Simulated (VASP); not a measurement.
**WS2 (WS2 (P6_3/mmc)): single point with r2SCAN**

WS2 (WS2 (P6_3/mmc)):

```
W S
1.0
     3.12708    0.00000    0.00000
    -1.56354    2.70813    0.00000
     0.00000    0.00000   12.16476
W S
2 4
Direct
  0.33348 0.66652 0.25000
  0.66652 0.33348 0.75000
  0.33346 0.66668 0.61968
  0.66668 0.33346 0.11968
  0.33332 0.66654 0.88032
  0.66654 0.33332 0.38032
```

- Program: VASP 6.6.1
- Task: single point
- Functional: r2SCAN
- Potentials or basis: VASP PAW PBE potentials, release 64 (W_sv, S)
- Cutoff: 550 eV
- k mesh: 4 × 4 × 1, shifted
- Occupations: fermi-dirac, width 0.01 eV
- Spin: no spin polarisation

```
Pressure               : 4.5 GPa
Largest force          : 0.265 eV/Å
Band gap on the k mesh : 1.61 eV, indirect (least direct gap 2.27 eV)
```

Forces on the atoms (eV/Å):
```
W   -0.021  0.012  0.000
W    0.021 -0.012  0.000
S   -0.011  0.004  0.265
S    0.009 -0.008  0.265
S   -0.009  0.008 -0.265
S    0.011 -0.004 -0.265
```

Stress tensor (GPa, compression positive):
```
 5.96 -0.02  0.01
-0.02  5.94  0.02
 0.01  0.02  1.51
```

Levels at points of the mesh, in eV from the valence-band top:
```tsv
k point	band 23	band 24	band 25	band 26	band 27	band 28	band 29	band 30
(0.06, 0.06, 0.25)	-1.75	-1.41	-0.46	0.00	2.62	2.80	2.81	2.90
```

It took 14 min on 1 thread of Intel Xeon 8259CL (shared host), peak memory 0.34 GiB.

Caveat: the k points lie up to 0.58 Å⁻¹ apart; the PAW data sets were made with another functional, which shifts forces and pressure a little; spin-orbit coupling is left out, which moves the levels of the heavy elements. A k mesh can miss the band edges.
